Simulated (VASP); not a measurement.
Write the native input for VASP 6.6.1 that does the following.

| Item | Value |
| --- | --- |
| Task | single point |
| Functional | PBE |
| Potentials or basis | VASP PAW PBE potentials, release 64 (Ti_sv) |
| Cutoff | 520 eV |
| k mesh | 18 × 18 × 18 |
| Occupations | fermi-dirac, width 0.08 eV |
| Spin | no spin polarisation |
| Dipole correction | no |
| Further INCAR settings | ALGO = Normal; EDIFF = 1e-07; NBANDS = 12 |

The structure of Ti lies in POSCAR:

```
Ti
1.0
    0.0000000000      1.8771615957      1.8771615957
    1.8771615957      0.0000000000      1.8771615957
    1.8771615957      1.8771615957      0.0000000000
Ti
1
Direct
    0.0000000000      0.0000000000      0.0000000000
```

This isn't the form of Ti at room conditions, which is hcp.

These files were run (other wordings do the same):

INCAR

```
ALGO     = Normal         # electronic algorithm
EDIFF    = 1E-7           # SCF threshold, eV
ENCUT    = 520            # plane-wave cutoff, eV
GGA      = PE             # functional
ISIF     = 2              # what is computed and relaxed
ISMEAR   = -1             # smearing method
LASPH    = T              # aspherical terms in the spheres
LCHARG   = F              # write CHGCAR
LREAL    = F              # projectors in reciprocal space
LWAVE    = F              # write WAVECAR
NBANDS   = 12             # bands
NELM     = 100            # most SCF steps
PREC     = Accurate       # precision mode
SIGMA    = 0.08           # smearing width, eV
```

KPOINTS

```
k-points
0
Gamma
  18 18 18
```

Potentials or basis: VASP PAW PBE potentials, release 64 (Ti_sv).

Run with:

```sh
$ cat potpaw_PBE.64/Ti_sv/POTCAR > POTCAR
$ mpirun -np 1 vasp_std > vasp.out
```

Results of the run:

- Pressure: 45.3 GPa
- Band gap on the k mesh: zero (bands 6 and 7 overlap by 1.67 eV)

Caveat: the cell stands under pressure.

Wall time 38 s on 1 thread of Intel Xeon 8259CL (shared host), peak memory 0.15 GiB.
